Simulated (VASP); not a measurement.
# Ta (Im-3m) in VASP: relaxation of cell and atoms with LDA

Aim: the relaxation of cell and atoms of Ta with LDA.

All numbers are computed with VASP 6.6.1; they aren't measurements. Logs are shortened: lines on timing, memory, paths and dates and some standing lists are left out, and cuts for length are marked.

## Step 1: The cell of the first run

It takes space group Im-3m (No. 229, cubic). Conventional cell: a = 3.303 Å, b = 3.303 Å, c = 3.303 Å, α = 90.00°, β = 90.00°, γ = 90.00°. Within 3.8 Å of Ta (site symmetry m-3m) lie 14 Ta at 2.86 to 3.30 Å.

## Step 2: Relaxation of cell and atoms, LDA

The input, INCAR:

```
SYSTEM = Ta
  PREC = Accurate
  ENCUT = 500
  EDIFF = 1E-7
  ISMEAR = -1
  SIGMA = 0.08
  LREAL = .False.
  LASPH = .True.
  NELM = 120
  ALGO = Normal
  ISIF = 3
  LWAVE = .False.
  LCHARG = .False.
  IBRION = 2
  NSW = 100
  EDIFFG = -0.002
  GGA_COMPAT = .False.
  NELMIN = 4
```

The input, KPOINTS:

```
regular mesh
0
Gamma
  24 24 24
  0 0 0
```

The input, POSCAR:

```
Ta
1.0
   -1.6512800000      1.6512800000      1.6512800000
    1.6512800000     -1.6512800000      1.6512800000
    1.6512800000      1.6512800000     -1.6512800000
Ta
1
Direct
    0.0000000000      0.0000000000      0.0000000000
```

Potentials or basis: VASP PAW LDA potentials, release 64 (Ta_sv_GW).

On the command line:

```
$ cat potpaw_LDA.64/Ta_sv_GW/POTCAR > POTCAR
$ mpirun -np 1 vasp_std > vasp.out
```

OUTCAR:

```text
SYSTEM = Ta
   PREC = Accurate
   ENCUT = 500
   EDIFF = 1E-7
   ISMEAR = -1
   LREAL = .False.
   LASPH = .True.
   NELM = 120
   ISIF = 3
   IBRION = 2
   NSW = 100
   EDIFFG = -0.002
   NELMIN = 4

 ion  position               nearest neighbor table
   1  0.000  0.000  0.000-

  LATTYP: Found a body centered cubic cell.
 ALAT       =     3.3025600000

  Lattice vectors:

 A1 = (  -1.6512800000,   1.6512800000,   1.6512800000)
 A2 = (   1.6512800000,  -1.6512800000,   1.6512800000)
 A3 = (   1.6512800000,   1.6512800000,  -1.6512800000)

Analysis of symmetry for initial positions (statically):
=====================================================================
 Subroutine PRICEL returns:
 Original cell was already a primitive cell.

 Routine SETGRP: Setting up the symmetry group for a
 body centered cubic supercell.

 Subroutine GETGRP returns: Found 48 space group operations
 (whereof 48 operations were pure point group operations)
 out of a pool of 48 trial point group operations.

The static configuration has the point symmetry O_h .

Analysis of symmetry for dynamics (positions and initial velocities):
=====================================================================
 Subroutine PRICEL returns:
 Original cell was already a primitive cell.

 Routine SETGRP: Setting up the symmetry group for a
 body centered cubic supercell.

 Subroutine GETGRP returns: Found 48 space group operations
 (whereof 48 operations were pure point group operations)
 out of a pool of 48 trial point group operations.

The dynamic configuration has the point symmetry O_h .

 Subroutine INISYM returns: Found 48 space group operations
 (whereof 48 operations are pure point group operations),
 and found     1 'primitive' translations

----------------------------------------------------------------------------------------

                                     Primitive cell

  volume of cell :      18.0104

  direct lattice vectors                    reciprocal lattice vectors
    -1.651280000  1.651280000  1.651280000     0.000000000  0.302795407  0.302795407
     1.651280000 -1.651280000  1.651280000     0.302795407  0.000000000  0.302795407
     1.651280000  1.651280000 -1.651280000     0.302795407  0.302795407  0.000000000

  length of vectors
     2.860100858  2.860100858  2.860100858     0.428217371  0.428217371  0.428217371

  position of ions in fractional coordinates (direct lattice)
     0.000000000  0.000000000  0.000000000

  ion indices of the primitive-cell ions
   primitive index   ion index
                 1           1

----------------------------------------------------------------------------------------

 KPOINTS: regular mesh

Automatic generation of k-mesh.
 Grid dimensions read from file:
 generate k-points for:   24   24   24

 Generating k-lattice:

  Cartesian coordinates                     Fractional coordinates (reciprocal lattice)
     0.000000000  0.012616475  0.012616475     0.041666667  0.000000000  0.000000000
     0.012616475  0.000000000  0.012616475     0.000000000  0.041666667  0.000000000
     0.012616475  0.012616475  0.000000000     0.000000000  0.000000000  0.041666667

  Length of vectors
     0.017842390  0.017842390  0.017842390

  Shift w.r.t. Gamma in fractional coordinates (k-lattice)
     0.000000000  0.000000000  0.000000000

 Subroutine IBZKPT returns following result:
 ===========================================

 Found    413 irreducible k-points:

 Following reciprocal coordinates:
            Coordinates               Weight
  0.000000  0.000000  0.000000      1.000000
  0.041667  0.000000  0.000000     12.000000
  0.083333  0.000000  0.000000     12.000000
  0.125000  0.000000  0.000000     12.000000
  0.166667  0.000000  0.000000     12.000000
  0.208333  0.000000  0.000000     12.000000
[... 16 lines left out ...]
  0.416667  0.041667  0.000000     48.000000
  0.458333  0.041667  0.000000     48.000000
 [... further k-points ...]
   k-points           NKPTS =    413   k-points in BZ     NKDIM =    413   number of bands    NBANDS=     10
   number of dos      NEDOS =    301   number of ions     NIONS =      1
   total plane-waves  NPLWV =  13824
   dimension x,y,z NGX =    24 NGY =   24 NGZ =   24
   dimension x,y,z NGXF=    48 NGYF=   48 NGZF=   48
   ions per type =               1
   NGX,Y,Z   is equivalent  to a cutoff of  13.95, 13.95, 13.95 a.u.
   NGXF,Y,Z  is equivalent  to a cutoff of  27.90, 27.90, 27.90 a.u.
 SYSTEM =  Ta
   PREC   = accura    normal or accurate (medium, high low for compatibility)
   ISTART =      0    job   : 0-new  1-cont  2-samecut
   ICHARG =      2    charge: 1-file 2-atom 10-const
   ISPIN  =      1    spin polarized calculation?
   LNONCOLLINEAR =      F non collinear calculations
   LSORBIT =      F    spin-orbit coupling
   LASPH  =      T    aspherical Exc in radial PAW
   ENCUT  =  500.0 eV  36.75 Ry    6.06 a.u.   5.21  5.21  5.21*2*pi/ulx,y,z
   NELM   =    120;   NELMIN=  4; NELMDL= -5     # of ELM steps
   EDIFF  = 0.1E-06   stopping-criterion for ELM
   LREAL  =      F    real-space projection
   EDIFFG = -.2E-02   stopping-criterion for IOM
   NSW    =    100    number of steps for IOM
   IBRION =      2    ionic relax: 0-MD 1-quasi-New 2-CG
   NFREE  =      1    steps in history (QN), initial steepest desc. (CG)
   ISIF   =      3    stress and relaxation
   ISYM   =      2    0-nonsym 1-usesym 2-fastsym
   POTIM  = 0.5000    time-step for ionic-motion
   TEBEG  =    0.0;   TEEND  =   0.0 temperature during run
   PSTRESS=    0.0 pullay stress
   NELECT =      13.0000    total number of electrons
   NUPDOWN=      -1.0000    fix difference up-down
   EMIN   =  10.00;   EMAX   =-10.00  energy-range for DOS
   EFERMI =   0.00;   METHOD = LEGACY
   ISMEAR =    -1;   SIGMA  =   0.08  broadening in eV -4-tet -1-fermi 0-gaus
   EFERMI_NEDOS =   21; number of points for ismear=-14 and -15
   IALGO  =     38    algorithm
   IMIX   =      4    mixing-type and parameters
     AMIX     =   0.40;   BMIX     =  1.00
     AMIX_MAG =   1.60;   BMIX_MAG =  1.00
  volume/ion in A,a.u.               =      18.01       121.54
  Fermi-wavevector in a.u.,A,eV,Ry     =   1.468527  2.775113 29.341932  2.156571
  Thomas-Fermi vector in A             =   2.584014
   LORBIT       =      0    0 simple, 1 ext, 2 COOP (PROOUT), +10 PAW based schemes
   GGA     = CA    functional components
   LHFCALC =     F    Hartree Fock is set to
   AEXX    =    0.0000 exact exchange contribution
   IVDW    =     0    specifies the selected vdW correction
   LEPSILON=     F    determine dielectric tensor
   LRPA    =     F    only Hartree local field effects (RPA)
 conjugate gradient relaxation of ions
 non-spin polarized calculation
  energy-cutoff  :      500.00
  volume of cell :       18.01
 maximum number of plane-waves:       472
 NGX is ok and might be reduce to    24
   NGX = 11   NGY = 11   NGZ = 11

--------------------------------------- Ionic step        1  -------------------------------------------

 number of electron      12.9999998 magnetization

 Free energy of the ion-electron system (eV)
  ---------------------------------------------------
  ext. energy  EPLUGINS =         0.00000000
  ---------------------------------------------------
  free energy    TOTEN  =       -15.30847499 eV

  energy without entropy =      -15.28055542  energy(sigma->0) =      -15.29451520

------------------------ aborting loop because EDIFF is reached ----------------------------------------

  FORCE on cell =-STRESS in cart. coord.  units (eV):
  Direction    XX          YY          ZZ          XY          YZ          ZX
  --------------------------------------------------------------------------------------
  -------------------------------------------------------------------------------------
  Total       -1.0713764     -1.0713764     -1.0713764     -0.0000000      0.0000000     -0.0000000
  in kB      -95.3082514    -95.3082514    -95.3082514     -0.0000000      0.0000000     -0.0000000
  external PRESSURE =     -95.3082514 kB  Pullay stress =       0.0000000 kB
[... 195 lines left out ...]
  energy  without entropy=      -15.3073172589  energy(sigma->0) =      -15.32049445

--------------------------------------- Ionic step        7  -------------------------------------------

 number of electron      13.0000001 magnetization

 Free energy of the ion-electron system (eV)
  ---------------------------------------------------
  ext. energy  EPLUGINS =         0.00000000
  ---------------------------------------------------
  free energy    TOTEN  =       -15.33370143 eV

  energy without entropy =      -15.30739332  energy(sigma->0) =      -15.32054738

 E-fermi :  10.8275     XC(G=0): -13.5255

 val. band max:       10.8273809017   @ k =  -0.1667   0.1667   0.0417
 cond. band min:      10.8403678164   @ k =  -0.3333   0.3333   0.0417
 fundamental gap:      0.0129869147
 Fermi energy:        10.8275296898

 k-point     1 :       0.0000    0.0000    0.0000
  band No.  band energies     occupation
      1     -55.8565      2.00000
      2     -21.9028      2.00000
      3     -21.9028      2.00000
      4     -21.9028      2.00000
      5       2.8213      2.00000
      6      11.4891      0.00051
      7      11.4891      0.00051
      8      11.4891      0.00051
      9      14.9114      0.00000
     10      14.9114      0.00000
[... 287 lines left out ...]
 k-point    24 :       0.4583    0.0417    0.0000
  band No.  band energies     occupation
      1     -55.7106      2.00000
      2     -23.2774      2.00000
      3     -22.3517      2.00000
      4     -21.9234      2.00000
      5       6.3103      2.00000
      6       9.1224      2.00000
      7      12.6134      0.00000
      8      14.8025      0.00000
      9      15.9556      0.00000
     10      19.0390      0.00000

 [... further k-points ...]
[... 5 lines left out ...]
  --------------------------------------------------------------------------------------
  -------------------------------------------------------------------------------------
  Total       -0.0001022     -0.0001022     -0.0001022     -0.0000000      0.0000000      0.0000000
  in kB       -0.0095275     -0.0095275     -0.0095275     -0.0000000      0.0000000      0.0000000
  external PRESSURE =      -0.0095275 kB  Pullay stress =       0.0000000 kB
[... 16 lines left out ...]
  FREE ENERGIE OF THE ION-ELECTRON SYSTEM (eV)
  ---------------------------------------------------
  free  energy   TOTEN  =       -15.3337014293 eV

  energy  without entropy=      -15.3073933239  energy(sigma->0) =      -15.32054738

 reached required accuracy - stopping structural energy minimisation
```

It took 3.3 min on 1 thread of Intel Xeon Platinum 8259CL at 2.50GHz (Skylake/Cascade Lake), shared host; peak memory 0.22 GiB.

Results:

* Free energy: -15.3337 eV
* Relaxed volume: 17.19 Å³/atom
* Relaxed cell: a = 2.816 Å, b = 2.816 Å, c = 2.816 Å, α = 109.47°, β = 109.47°, γ = 109.47°
* Space group after relaxing (to 0.1 Å): Im-3m (No. 229)
* Energy gained by relaxing: 25.2 meV/atom
* Ionic steps: 7
* Pressure after relaxing: 0.0 GPa
* Band gap on the k mesh: zero (an odd number of electrons rules out a gap without spin polarisation)

Step by step:
```csv
step,energy change (eV),largest force (eV/Å),pressure (GPa),volume (Å³)
1,0.0000,0.0000,-9.53,18.01
2,0.1382,0.0000,31.10,15.36
3,-0.0252,0.0000,-0.49,17.23
4,-0.0252,0.0000,-0.03,17.20
5,-0.0252,0.0000,0.18,17.18
6,-0.0252,0.0000,-0.35,17.22
7,-0.0252,0.0000,0.00,17.19
```

Final structure:
```
CELL_PARAMETERS angstrom
-1.62595 1.62595 1.62595
1.62595 -1.62595 1.62595
1.62595 1.62595 -1.62595
ATOMIC_POSITIONS crystal
Ta 0.00000 0.00000 0.00000
```

Caveat: spin-orbit coupling is left out, which moves the levels of the heavy elements. LDA usually gives volumes a few per cent too small.
